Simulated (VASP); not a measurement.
Wanted: the native input for a VASP 6.6.1 run.

```yaml
Task: single point
Functional: HSE06
Potentials_or_basis: VASP PAW PBE potentials, release 64 (Ba_sv, S)
Cutoff: 520 eV
k_mesh: 4 × 4 × 4
Occupations: gaussian, width 0.01 eV
Spin: no spin polarisation
Dipole_correction: no
Grid_for_exact_exchange_PRECFOCK: Normal
Further_INCAR_settings: ALGO = Normal; EDIFF = 1e-07; NBANDS = 15
Share_of_exact_exchange: 0.25
Screening_parameter: 0.2079 1/Å
```

BaS:

```
CELL_PARAMETERS angstrom
0.00000 3.21191 3.21191
3.21191 0.00000 3.21191
3.21191 3.21191 0.00000
ATOMIC_POSITIONS crystal
Ba 0.00000 0.00000 0.00000
S 0.50000 0.50000 0.50000
```

These files were run (other wordings do the same):

POSCAR

```
BaS
1.0
    0.0000000000      3.2119099264      3.2119099264
    3.2119099264      0.0000000000      3.2119099264
    3.2119099264      3.2119099264      0.0000000000
Ba S
1 1
Direct
    0.0000000000      0.0000000000      0.0000000000
    0.5000000000      0.5000000000      0.5000000000
```

INCAR.step1

```
PREC = Accurate
ENCUT = 520
EDIFF = 1E-5
ISMEAR = 0
SIGMA = 0.01
LREAL = F
LASPH = T
NELM = 80
ALGO = Normal
ISIF = 2
LWAVE = T
NBANDS = 15
GGA = PE
```

INCAR.step2

```
PREC = Accurate
ENCUT = 520
EDIFF = 1E-7
ISMEAR = 0
SIGMA = 0.01
LREAL = F
LASPH = T
NELM = 80
ALGO = Normal
ISIF = 2
LWAVE = F
LCHARG = T
GGA = PE
LHFCALC = T
HFSCREEN = 0.2079
PRECFOCK = Normal
LELF = T
LVHAR = T
NBANDS = 15
ISTART = 1
```

KPOINTS

```
regular mesh
0
Gamma
  4 4 4
```

Potentials or basis: VASP PAW PBE potentials, release 64 (Ba_sv, S).

Launch:

```sh
$ cat potpaw_PBE.64/Ba_sv/POTCAR potpaw_PBE.64/S/POTCAR > POTCAR
$ cp INCAR.step1 INCAR
$ mpirun -np 1 vasp_std > vasp.out
$ cp INCAR.step2 INCAR
$ mpirun -np 1 vasp_std > vasp.out
```

Results of the run:

The pressure is 0.2 GPa and the band gap on the k mesh is 3.05 eV (least direct gap 3.21 eV).

Caveat: the k points lie up to 0.42 Å⁻¹ apart; the PAW data sets were made with another functional, which shifts forces and pressure a little; spin-orbit coupling is left out, which moves the levels of the heavy elements.

It took 11 min on 1 thread of Intel(R) Xeon(R) Platinum 8259CL CPU @ 2.50GHz (Skylake/Cascade Lake), on a shared host, peak memory 0.31 GiB.
